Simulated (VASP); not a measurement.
A run of VASP 6.6.1 is set up as follows.

The input INCAR:

```
SYSTEM = Se
  PREC = Accurate
  ENCUT = 520
  EDIFF = 1E-6
  ISMEAR = -1
  SIGMA = 0.05
  LREAL = .FALSE.
  LASPH = .TRUE.
  NELM = 80
  ALGO = Normal
  ISIF = 2
  LWAVE = .FALSE.
  LCHARG = .FALSE.
  GGA = PS
  NBANDS = 16
```

KPOINTS

```
regular mesh
0
G
  6 6 5
  0 0 0
```

POSCAR

```
Se
1.0
    4.3662000000      0.0000000000      0.0000000000
   -2.1831000000      3.7812401180      0.0000000000
    0.0000000000      0.0000000000      5.0031360000
Se
3
Direct
    0.7746000000      0.7746000000      0.0000000000
    0.0000000000      0.2254000000      0.6666666667
    0.2254000000      0.0000000000      0.3333333333
```

Potentials or basis: VASP PAW PBE potentials, release 64 (Se).

Launch:

```bash
$ cat potpaw_PBE.64/Se/POTCAR > POTCAR
$ mpirun -np 1 vasp_std > vasp.out
```

Problem. Estimate the largest force.

Solution. 0.215 eV/Å.

Problem. What does it give for the band gap on the k mesh?

Solution. 1.25 eV, indirect (least direct gap 1.37 eV).

Stress tensor (GPa, compression positive):
```
-0.68  0.00  0.00
 0.00 -0.68  0.00
 0.00  0.00  0.12
```

Caveat: the PAW data sets were made with another functional, which shifts forces and pressure a little. Expect the measured gap to be larger: semilocal functionals such as PBEsol lack the derivative discontinuity.
